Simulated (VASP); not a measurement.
A run of VASP 6.6.1 is set up as follows.

File INCAR:

```
SYSTEM = Co
PREC     = Accurate       ! precision mode
ENCUT    = 600            ! plane-wave cutoff, eV
EDIFF    = 1E-6           ! SCF threshold, eV
ISMEAR   = 0              ! smearing method
SIGMA    = 0.1            ! smearing width, eV
LREAL    = .FALSE.        ! projectors in reciprocal space
LASPH    = .TRUE.         ! aspherical terms in the spheres
NELM     = 150            ! most SCF steps
ALGO     = Normal         ! electronic algorithm
ISIF     = 3              ! what is computed and relaxed
LWAVE    = .FALSE.        ! write WAVECAR
LCHARG   = .FALSE.        ! write CHGCAR
ISPIN    = 2              ! spin polarisation
MAGMOM   = 1.91 1.91      ! initial moments
LORBIT   = 11             ! projections on sites
LMAXMIX  = 4              ! l up to which the mixer works
GGA      = PS             ! functional
IBRION   = 2              ! ionic algorithm
NSW      = 90             ! ionic steps
EDIFFG   = -0.04          ! ionic threshold
```

Contents of KPOINTS:

```
regular mesh
0
G
  8 8 8
  0 0 0
```

Contents of POSCAR:

```
Co
1.0
   -2.1687425347      2.1687425347      1.1830890865
    2.1687425347     -2.1687425347      1.1830890865
    2.1687425347      2.1687425347     -1.1830890865
Co
2
Direct
    0.0000000000      0.0000000000      0.0000000000
    0.7500000000      0.2500000000      0.5000000000
```

Potentials or basis: VASP PAW PBE potentials, release 64 (Co).

Launch:

```console
$ cat potpaw_PBE.64/Co/POTCAR > POTCAR
$ mpirun -np 1 vasp_std > vasp.out
```

**Question.** What does it give for the space group after relaxing (to 0.05 Å)?

**Answer.** I4_1/amd (No. 141).

**Question.** Predict the relaxed volume.

**Answer.** 11.47 Å³/atom.

Step by step:
```tsv
step	energy change (eV)	largest force (eV/Å)	pressure (GPa)	volume (Å³)
1	0.0000	0.0000	6.10	22.26
2	-0.0076	0.0000	-5.37	23.65
3	-0.0179	0.0000	-0.70	23.03
4	-0.0198	0.0000	-0.01	22.95
```

Caveat: the k points lie up to 0.38 Å⁻¹ apart in the final cell; the PAW data sets were made with another functional, which shifts forces and pressure a little.
